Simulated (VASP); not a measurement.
# TiTe2 (P-3m1) in VASP: further runs

The runs below take TiTe2 through single point, relaxation of cell and atoms, with LDA.

Everything below comes from runs of VASP 6.6.1. Logs are shortened: lines on timing, memory, paths and dates and some standing lists are left out, and cuts for length are marked.

## Step 1: The cell of the first run

It takes space group P-3m1 (No. 164, trigonal). Conventional cell: a = 3.665 Å, b = 3.665 Å, c = 6.343 Å, α = 90.00°, β = 90.00°, γ = 120.00°. Within 3.7 Å of Ti (site symmetry -3m) lie 6 Te at 2.72 Å and 6 Ti at 3.66 Å. Within 3.7 Å of Te (site symmetry 3m) lie 3 Ti at 2.72 Å and 9 Te at 3.61 to 3.66 Å.

## Step 2: Single point, LDA

Contents of INCAR:

```
PREC     = Accurate       # precision mode
ENCUT    = 520            # plane-wave cutoff, eV
EDIFF    = 1E-6           # SCF threshold, eV
ISMEAR   = 0              # smearing method
SIGMA    = 0.05           # smearing width, eV
LREAL    = F              # projectors in reciprocal space
LASPH    = T              # aspherical terms in the spheres
NELM     = 100            # most SCF steps
ALGO     = Normal         # electronic algorithm
ISIF     = 2              # what is computed and relaxed
LWAVE    = F              # write WAVECAR
LCHARG   = F              # write CHGCAR
GGA      = CA             # functional
NBANDS   = 19             # bands
```

Contents of KPOINTS:

```
regular mesh
0
Gamma
  12 12 8
```

Contents of POSCAR:

```
TiTe2
1.0
    3.6649387854      0.0000000000      0.0000000000
   -1.8324693927      3.1739300914      0.0000000000
    0.0000000000      0.0000000000      6.3434196826
Ti Te
1 2
Direct
    0.0000000000      0.0000000000      0.0000000000
    0.6666666667      0.3333333333      0.2692119950
    0.3333333333      0.6666666667      0.7307880050
```

Potentials or basis: VASP PAW LDA potentials, release 64 (Ti_sv, Te).

The run is started by

```
$ cat potpaw_LDA.64/Ti_sv/POTCAR potpaw_LDA.64/Te/POTCAR > POTCAR
$ mpirun -np 1 vasp_std > vasp.out
```

OUTCAR:

```text
PREC = Accurate
   ENCUT = 520
   EDIFF = 1E-6
   ISMEAR = 0
   LREAL = F
   LASPH = T
   NELM = 100
   ISIF = 2
   GGA = CA

 ion  position               nearest neighbor table
   1  0.000  0.000  0.000-   2 2.72   3 2.72   3 2.72   2 2.72   2 2.72   3 2.72
   2  0.667  0.333  0.269-   1 2.72   1 2.72   1 2.72   3 3.61   3 3.61   3 3.61
   3  0.333  0.667  0.731-   1 2.72   1 2.72   1 2.72   2 3.61   2 3.61   2 3.61

  LATTYP: Found a hexagonal cell.
 ALAT       =     3.6649387854
 C/A-ratio  =     1.7308391911

  Lattice vectors:

 A1 = (   3.6649387854,   0.0000000000,   0.0000000000)
 A2 = (  -1.8324693927,   3.1739300914,   0.0000000000)
 A3 = (   0.0000000000,   0.0000000000,   6.3434196826)

Analysis of symmetry for initial positions (statically):
=====================================================================
 Subroutine PRICEL returns:
 Original cell was already a primitive cell.

 Routine SETGRP: Setting up the symmetry group for a
 hexagonal supercell.

 Subroutine GETGRP returns: Found 12 space group operations
 (whereof 12 operations were pure point group operations)
 out of a pool of 24 trial point group operations.

The static configuration has the point symmetry D_3d.

Analysis of symmetry for dynamics (positions and initial velocities):
=====================================================================
 Subroutine PRICEL returns:
 Original cell was already a primitive cell.

 Routine SETGRP: Setting up the symmetry group for a
 hexagonal supercell.

 Subroutine GETGRP returns: Found 12 space group operations
 (whereof 12 operations were pure point group operations)
 out of a pool of 24 trial point group operations.

The dynamic configuration has the point symmetry D_3d.

 Subroutine INISYM returns: Found 12 space group operations
 (whereof 12 operations are pure point group operations),
 and found     1 'primitive' translations

----------------------------------------------------------------------------------------

                                     Primitive cell

  volume of cell :      73.7883

  direct lattice vectors                    reciprocal lattice vectors
     3.664938785  0.000000000  0.000000000     0.272855853  0.157533400  0.000000000
    -1.832469393  3.173930091  0.000000000     0.000000000  0.315066801  0.000000000
     0.000000000  0.000000000  6.343419683     0.000000000  0.000000000  0.157643676

  length of vectors
     3.664938785  3.664938785  6.343419683     0.315066801  0.315066801  0.157643676

  position of ions in fractional coordinates (direct lattice)
     0.000000000  0.000000000  0.000000000
     0.666666667  0.333333333  0.269211995
     0.333333333  0.666666667  0.730788005

  ion indices of the primitive-cell ions
   primitive index   ion index
                 1           1
                 2           2
                 3           3

----------------------------------------------------------------------------------------

 KPOINTS: regular mesh

Automatic generation of k-mesh.
 Grid dimensions read from file:
 generate k-points for:   12   12    8

 Generating k-lattice:

  Cartesian coordinates                     Fractional coordinates (reciprocal lattice)
     0.022737988  0.013127783  0.000000000     0.083333333  0.000000000  0.000000000
     0.000000000  0.026255567  0.000000000     0.000000000  0.083333333  0.000000000
     0.000000000  0.000000000  0.019705460     0.000000000  0.000000000  0.125000000

  Length of vectors
     0.026255567  0.026255567  0.019705460

  Shift w.r.t. Gamma in fractional coordinates (k-lattice)
     0.000000000  0.000000000  0.000000000

 Subroutine IBZKPT returns following result:
 ===========================================

 Found    131 irreducible k-points:

 Following reciprocal coordinates:
            Coordinates               Weight
  0.000000  0.000000  0.000000      1.000000
  0.083333 -0.000000  0.000000      6.000000
  0.166667  0.000000  0.000000      6.000000
  0.250000  0.000000  0.000000      6.000000
  0.333333  0.000000  0.000000      6.000000
  0.416667  0.000000  0.000000      6.000000
[... 16 lines left out ...]
  0.166667  0.000000  0.125000      6.000000
  0.000000  0.166667  0.125000      6.000000
 [... further k-points ...]
   k-points           NKPTS =    131   k-points in BZ     NKDIM =    131   number of bands    NBANDS=     19
   number of dos      NEDOS =    301   number of ions     NIONS =      3
   total plane-waves  NPLWV =  37632
   dimension x,y,z NGX =    28 NGY =   28 NGZ =   48
   dimension x,y,z NGXF=    56 NGYF=   56 NGZF=   96
   ions per type =               1   2
   NGX,Y,Z   is equivalent  to a cutoff of  12.70, 12.70, 12.58 a.u.
   NGXF,Y,Z  is equivalent  to a cutoff of  25.40, 25.40, 25.16 a.u.
 SYSTEM =  unknown system
   PREC   = accura    normal or accurate (medium, high low for compatibility)
   ISTART =      0    job   : 0-new  1-cont  2-samecut
   ICHARG =      2    charge: 1-file 2-atom 10-const
   ISPIN  =      1    spin polarized calculation?
   LNONCOLLINEAR =      F non collinear calculations
   LSORBIT =      F    spin-orbit coupling
   LASPH  =      T    aspherical Exc in radial PAW
   ENCUT  =  520.0 eV  38.22 Ry    6.18 a.u.   6.81  6.81 11.79*2*pi/ulx,y,z
   NELM   =    100;   NELMIN=  2; NELMDL= -5     # of ELM steps
   EDIFF  = 0.1E-05   stopping-criterion for ELM
   LREAL  =      F    real-space projection
   EDIFFG = 0.1E-04   stopping-criterion for IOM
   NSW    =      0    number of steps for IOM
   IBRION =     -1    ionic relax: 0-MD 1-quasi-New 2-CG
   NFREE  =      0    steps in history (QN), initial steepest desc. (CG)
   ISIF   =      2    stress and relaxation
   ISYM   =      2    0-nonsym 1-usesym 2-fastsym
   POTIM  = 0.5000    time-step for ionic-motion
   TEBEG  =    0.0;   TEEND  =   0.0 temperature during run
   PSTRESS=    0.0 pullay stress
   NELECT =      24.0000    total number of electrons
   NUPDOWN=      -1.0000    fix difference up-down
   EMIN   =  10.00;   EMAX   =-10.00  energy-range for DOS
   EFERMI =   0.00;   METHOD = LEGACY
   ISMEAR =     0;   SIGMA  =   0.05  broadening in eV -4-tet -1-fermi 0-gaus
   EFERMI_NEDOS =   21; number of points for ismear=-14 and -15
   IALGO  =     38    algorithm
   IMIX   =      4    mixing-type and parameters
     AMIX     =   0.40;   BMIX     =  1.00
     AMIX_MAG =   1.60;   BMIX_MAG =  1.00
  volume/ion in A,a.u.               =      24.60       165.98
  Fermi-wavevector in a.u.,A,eV,Ry     =   1.125856  2.127559 17.246080  1.267551
  Thomas-Fermi vector in A             =   2.262535
   LORBIT       =      0    0 simple, 1 ext, 2 COOP (PROOUT), +10 PAW based schemes
   GGA     = CA    functional components
   LHFCALC =     F    Hartree Fock is set to
   AEXX    =    0.0000 exact exchange contribution
   IVDW    =     0    specifies the selected vdW correction
   LEPSILON=     F    determine dielectric tensor
   LRPA    =     F    only Hartree local field effects (RPA)
 non-spin polarized calculation
 Gauss-broadening in eV      SIGMA  =   0.05
  energy-cutoff  :      520.00
  volume of cell :       73.79
 maximum number of plane-waves:      2019
   NGX = 13   NGY = 13   NGZ = 23

 number of electron      24.0000002 magnetization

 Free energy of the ion-electron system (eV)
  ---------------------------------------------------
  ext. energy  EPLUGINS =         0.00000000
  ---------------------------------------------------
  free energy    TOTEN  =       -18.34537796 eV

  energy without entropy =      -18.34414511  energy(sigma->0) =      -18.34476154

 E-fermi :   7.7118     XC(G=0): -10.4890

 val. band max:        7.7056634083   @ k =   0.3333   0.0000   0.5000
 cond. band min:       7.7170449134   @ k =   0.0000   0.4167   0.2500
 fundamental gap:      0.0113815051
 Fermi energy:         7.7118256634

 k-point     1 :       0.0000    0.0000    0.0000
  band No.  band energies     occupation
      1     -48.8594      2.00000
      2     -25.5159      2.00000
      3     -25.5159      2.00000
      4     -25.4928      2.00000
      5      -5.1929      2.00000
      6      -3.4423      2.00000
[... 11 lines left out ...]
     18      13.0422      0.00000
     19      14.2134      0.00000

 k-point     2 :       0.0833   -0.0000    0.0000
  band No.  band energies     occupation
      1     -48.8591      2.00000
      2     -25.5202      2.00000
      3     -25.5168      2.00000
      4     -25.4918      2.00000
      5      -5.1060      2.00000
      6      -3.3960      2.00000
[... 11 lines left out ...]
     18      13.6372      0.00000
     19      14.6194      0.00000

 k-point     3 :       0.1667    0.0000    0.0000
  band No.  band energies     occupation
      1     -48.8581      2.00000
      2     -25.5319      2.00000
      3     -25.5195      2.00000
      4     -25.4889      2.00000
      5      -4.8518      2.00000
      6      -3.2657      2.00000
[... 11 lines left out ...]
     18      13.9786      0.00000
     19      15.0939      0.00000

 k-point     4 :       0.2500    0.0000    0.0000
  band No.  band energies     occupation
      1     -48.8568      2.00000
      2     -25.5479      2.00000
      3     -25.5231      2.00000
      4     -25.4849      2.00000
      5      -4.4520      2.00000
      6      -3.0813      2.00000
[... 407 lines left out ...]
     18      13.6792      0.00000
     19      14.8927      0.00000

 k-point    23 :       0.1667    0.0000    0.1250
  band No.  band energies     occupation
      1     -48.8581      2.00000
      2     -25.5319      2.00000
      3     -25.5195      2.00000
      4     -25.4889      2.00000
      5      -4.8099      2.00000
      6      -3.3481      2.00000
[... 11 lines left out ...]
     18      13.7845      0.00000
     19      14.7354      0.00000

 k-point    24 :       0.0000    0.1667    0.1250
  band No.  band energies     occupation
      1     -48.8581      2.00000
      2     -25.5319      2.00000
      3     -25.5195      2.00000
      4     -25.4889      2.00000
      5      -4.8048      2.00000
      6      -3.3594      2.00000
[... 11 lines left out ...]
     18      14.1824      0.00000
     19      14.9837      0.00000

 [... further k-points ...]

------------------------ aborting loop because EDIFF is reached ----------------------------------------

  FORCE on cell =-STRESS in cart. coord.  units (eV):
  Direction    XX          YY          ZZ          XY          YZ          ZX
  --------------------------------------------------------------------------------------
  -------------------------------------------------------------------------------------
  Total        0.0177069      0.0177069      0.0248743      0.0000000      0.0000000      0.0000000
  in kB        0.3844731      0.3844731      0.5401003      0.0000000      0.0000000      0.0000000
  external PRESSURE =       0.4363488 kB  Pullay stress =       0.0000000 kB

 VOLUME and BASIS-vectors are now :
 -----------------------------------------------------------------------------
  energy-cutoff  :      520.00
  volume of cell :       73.79
      direct lattice vectors                 reciprocal lattice vectors
     3.664938785  0.000000000  0.000000000     0.272855853  0.157533400  0.000000000
    -1.832469393  3.173930091  0.000000000     0.000000000  0.315066801  0.000000000
     0.000000000  0.000000000  6.343419683     0.000000000  0.000000000  0.157643676

 POSITION                                       TOTAL-FORCE (eV/Angst)
 -----------------------------------------------------------------------------------
      0.00000      0.00000      0.00000         0.000000      0.000000      0.000000
      1.83247      1.05798      1.70772         0.000000      0.000000      0.034421
     -0.00000      2.11595      4.63570        -0.000000     -0.000000     -0.034421
 -----------------------------------------------------------------------------------
    total drift:                               -0.000000      0.000000     -0.000000

  FREE ENERGIE OF THE ION-ELECTRON SYSTEM (eV)
  ---------------------------------------------------
  free  energy   TOTEN  =       -18.3453779573 eV

  energy  without entropy=      -18.3441451145  energy(sigma->0) =      -18.34476154
```

Wall time 95 s (1 thread of Intel Xeon Platinum 8559C (Emerald Rapids), shared host); peak memory 0.29 GiB.

Results:

* Free energy: -18.3454 eV
* Pressure: 0.0 GPa
* Largest force: 0.034 eV/Å
* Band gap on the k mesh: zero (bands 12 and 13 overlap by 0.86 eV)

Forces on the atoms (eV/Å):
```
Ti   0.000  0.000  0.000
Te   0.000  0.000  0.034
Te   0.000  0.000 -0.034
```

Levels at points of the mesh, in eV from the Fermi level:
```
           k point  band 9  band 10  band 11  band 12  band 13  band 14  band 15  band 16
(0.00, 0.00, 0.00)   -1.64     0.21     0.43     0.43     0.76     1.37     1.37     3.27
(0.50, 0.00, 0.00)   -2.95    -2.58    -1.76    -1.14    -0.04     1.30     1.66     2.52
(0.00, 0.00, 0.50)   -1.55    -1.55     0.42     0.42     0.94     0.94     1.14     3.84
(0.50, 0.00, 0.50)   -2.62    -2.12    -0.89    -0.45    -0.43     1.30     1.65     2.73
```

Caveat: spin-orbit coupling is left out, which moves the levels of the heavy elements.

## Step 3: Relaxation of cell and atoms, LDA

This run uses another cell than the first one, of 26.76 Å³/atom.

Contents of INCAR:

```
PREC = Accurate ; ENCUT = 600
EDIFF = 1E-7 ; ISMEAR = 0
SIGMA = 0.05 ; LREAL = False
LASPH = True ; NELM = 60
ALGO = Normal ; ISIF = 3
LWAVE = False ; LCHARG = False
GGA = CA ; IBRION = 2
NSW = 80 ; EDIFFG = -0.001
```

Contents of KPOINTS:

```
Automatic mesh
0
Gamma
  12 12 8
```

Contents of POSCAR:

```
TiTe2
1.0
    3.7770000000      0.0000000000      0.0000000000
   -1.8885000000      3.2709779501      0.0000000000
    0.0000000000      0.0000000000      6.4980000000
Ti Te
1 2
Direct
    0.0000000000      0.0000000000      0.0000000000
    0.6666666667      0.3333333333      0.2628000000
    0.3333333333      0.6666666667      0.7372000000
```

Potentials or basis: VASP PAW LDA potentials, release 64 (Ti_sv, Te).

The run is started by

```
$ cat potpaw_LDA.64/Ti_sv/POTCAR potpaw_LDA.64/Te/POTCAR > POTCAR
$ mpirun -np 1 vasp_std > vasp.out
```

OUTCAR:

```text
PREC = Accurate
   ENCUT = 600
   EDIFF = 1E-7
   ISMEAR = 0
   LREAL = False
   LASPH = True
   NELM = 60
   ISIF = 3
   GGA = CA
   IBRION = 2
   NSW = 80
   EDIFFG = -0.001

 ion  position               nearest neighbor table
   1  0.000  0.000  0.000-   2 2.77   3 2.77   2 2.77   3 2.77   2 2.77   3 2.77
   2  0.667  0.333  0.263-   1 2.77   1 2.77   1 2.77
   3  0.333  0.667  0.737-   1 2.77   1 2.77   1 2.77

  LATTYP: Found a hexagonal cell.
 ALAT       =     3.7770000000
 C/A-ratio  =     1.7204130262

  Lattice vectors:

 A1 = (   3.7770000000,   0.0000000000,   0.0000000000)
 A2 = (  -1.8885000000,   3.2709779501,   0.0000000000)
 A3 = (   0.0000000000,   0.0000000000,   6.4980000000)

Analysis of symmetry for initial positions (statically):
[... 370 lines left out ...]

  energy without entropy =      -18.34482207  energy(sigma->0) =      -18.34543581

 E-fermi :   7.7176     XC(G=0): -10.4925

 val. band max:        7.7127761967   @ k =   0.3333   0.0000   0.5000
 cond. band min:       7.7222655210   @ k =   0.0000   0.4167   0.2500
 fundamental gap:      0.0094893243
 Fermi energy:         7.7175747378

 k-point     1 :       0.0000    0.0000    0.0000
  band No.  band energies     occupation
      1     -48.8569      2.00000
      2     -25.5134      2.00000
      3     -25.5134      2.00000
      4     -25.4896      2.00000
      5      -5.1884      2.00000
      6      -3.4303      2.00000
[... 433 lines left out ...]
      3     -25.5170      2.00000
      4     -25.4858      2.00000
      5      -4.8004      2.00000
      6      -3.3481      2.00000
[... 8 lines left out ...]
     15       9.0722      0.00000
     16      10.6983      0.00000

 [... further k-points ...]

------------------------ aborting loop because EDIFF is reached ----------------------------------------

  FORCE on cell =-STRESS in cart. coord.  units (eV):
  Direction    XX          YY          ZZ          XY          YZ          ZX
  --------------------------------------------------------------------------------------
  -------------------------------------------------------------------------------------
  Total        0.0021191      0.0021191     -0.0029063      0.0000000      0.0000000      0.0000000
  in kB        0.0460284      0.0460284     -0.0631287      0.0000000      0.0000000      0.0000000
  external PRESSURE =       0.0096427 kB  Pullay stress =       0.0000000 kB
[... 18 lines left out ...]
  FREE ENERGIE OF THE ION-ELECTRON SYSTEM (eV)
  ---------------------------------------------------
  free  energy   TOTEN  =       -18.3460495365 eV

  energy  without entropy=      -18.3448220745  energy(sigma->0) =      -18.34543581

 reached required accuracy - stopping structural energy minimisation
```

Run time: 17 min. Hardware: 1 thread of Intel Xeon Platinum 8559C (Emerald Rapids), shared host; peak memory 0.36 GiB.

Results:

| Property | Result |
| --- | --- |
| Free energy | -18.3460 eV |
| Relaxed volume | 24.59 Å³/atom |
| Relaxed cell | a = 3.666 Å, b = 3.666 Å, c = 6.339 Å, α = 90.00°, β = 90.00°, γ = 120.00° |
| Space group after relaxing (to 0.1 Å) | P-3m1 (No. 164) |
| Energy gained by relaxing | 25.6 meV/atom |
| Ionic steps | 18 |
| Pressure after relaxing | 0.0 GPa |
| Band gap on the k mesh | zero (bands 12 and 13 overlap by 0.86 eV) |

The path:
```tsv
step	energy change (eV)	largest force (eV/Å)	pressure (GPa)	volume (Å³)
1	0.0000	0.2580	-4.00	80.28
2	-0.0249	0.7517	3.44	72.77
3	-0.0602	0.2867	-0.13	75.89
4	-0.0687	0.1936	-0.10	75.33
5	-0.0728	0.0693	-0.06	74.62
6	-0.0743	0.0544	-0.06	74.44
7	-0.0766	0.0061	-0.05	73.89
8	-0.0767	0.0011	-0.05	73.82
9	-0.0767	0.0005	-0.05	73.83
10	-0.0767	0.0137	0.10	73.68
11	-0.0767	0.0056	0.01	73.77
12	-0.0767	0.0002	0.00	73.76
13	-0.0767	0.0006	-0.01	73.76
14	-0.0767	0.0007	0.02	73.73
15	-0.0767	0.0005	0.01	73.75
16	-0.0767	0.0005	0.00	73.76
17	-0.0767	0.0004	0.00	73.76
18	-0.0767	0.0005	0.00	73.76
```

Final structure:
```
Ti Te
1.0
     3.66556    0.00000    0.00000
    -1.83278    3.17447    0.00000
     0.00000    0.00000    6.33893
Ti Te
1 2
Cartesian
  0.0000 0.0000 0.0000
  1.8328 1.0582 1.7102
  0.0000 2.1163 4.6287
```

Caveat: spin-orbit coupling is left out, which moves the levels of the heavy elements.
